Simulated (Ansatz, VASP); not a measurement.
Ag: VASP beside Ansatz

```xyz
2
Lattice="2.9300 0.0000 0.0000 -1.4650 2.5375 0.0000 0.0000 0.0000 4.7900" Properties=species:S:1:pos:R:3 pbc="T T T"
Ag    0.0000    1.6916    1.1975
Ag    1.4650    0.8458    3.5925
```

Alike in both runs: task electric field gradients; functional PBE; k mesh 17 × 17 × 9; occupations fermi-dirac, width 0.02 eV; no spin polarisation.

|  | VASP | Ansatz |
| --- | --- | --- |
| version | VASP 6.6.1 | Ansatz 0.2.0 |
| potentials or method | VASP PAW PBE potentials, release 64 (Ag) | plane-wave PAW, scalar-relativistic |
| plane-wave cutoff (eV) | 520 | 420 |
| valence electrons in the cell | 22 | 38 |

|  | VASP | Ansatz | Ansatz less VASP |
| --- | --- | --- | --- |
| pressure (GPa) | 0.2 | 0.3 | +0.11 |
| traceless stress, the component that is largest in VASP (GPa) | 1.13 | 1.15 | +0.016 |
| size of Vzz on the site where it differs most (V/Å²) | 7.8 | 8.7 | +0.93 |

The functional is the same, so the differences come from potentials, cutoffs and numerics. VASP's potentials hold 22 valence electrons a cell and Ansatz's 38, so a difference there can come from the potentials and not from the codes.
